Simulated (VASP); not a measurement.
Here is a VASP 6.6.1 calculation.

The input INCAR:

```
SYSTEM = Si4Ni11
ALGO = Fast
EDIFF = 1E-7
ENCUT = 520
GGA = PS
ISIF = 2
ISMEAR = 0
ISYM = 0
LASPH = .TRUE.
LCHARG = .TRUE.
LELF = .TRUE.
LREAL = Auto
LVHAR = .TRUE.
LWAVE = .FALSE.
NBANDS = 76
NELM = 100
PREC = Accurate
SIGMA = 0.1
```

Contents of KPOINTS:

```
k-points
0
G
  3 3 3
  0 0 0
```

The input POSCAR:

```
Si4Ni11
1.0
   -3.4470380546      3.4104164493      3.4483985662
    3.4474604649     -3.4110163514      3.4494208786
    3.4469250643      3.4109033611     -3.4489984683
Si Ni
4 11
Direct
    0.0004578920      0.4998030406      0.4996784410
    0.5018482896      1.0010894736      0.4994963175
    0.5023681880      0.5031057557      0.0015457470
    0.0004004319      0.0006943900      0.0010271426
    0.4929033768      0.2476619677      0.2389537081
    0.0082009217      0.7539695033      0.2606119596
    0.0092164971      0.2479151646      0.7554626129
    0.4941010374      0.7538505504      0.7465023783
    0.7507974340      0.5001139426      0.7499873786
    0.2514647285      0.5017680739      0.2509664189
    0.7512444253      0.0012269907      0.2510081240
    0.7615333503      0.7538612487      0.5081837310
    0.2552159061      0.2477572056      0.5074040521
    0.2462919254      0.7534935147      0.9926408016
    0.7408167372      0.2477645351     -0.0068621090
```

Potentials or basis: VASP PAW PBE potentials, release 64 (Si, Ni).

Launch:

```bash
$ cat potpaw_PBE.64/Si/POTCAR potpaw_PBE.64/Ni/POTCAR > POTCAR
$ mpirun -np 1 vasp_std > vasp.out
```

Question: Predict the pressure.

Answer: 0.2 GPa.

Question: Predict the band gap on the k mesh.

Answer: Zero (bands 63 and 64 overlap by 0.23 eV).

Stress tensor (GPa, compression positive):
```
 0.24 -0.01 -0.01
-0.01  0.11  0.02
-0.01  0.02  0.20
```

Caveat: the k points lie up to 0.43 Å⁻¹ apart; the PAW data sets were made with another functional, which shifts forces and pressure a little. Spin polarisation is off, so any magnetic state and its effect on volume and gap are missing.
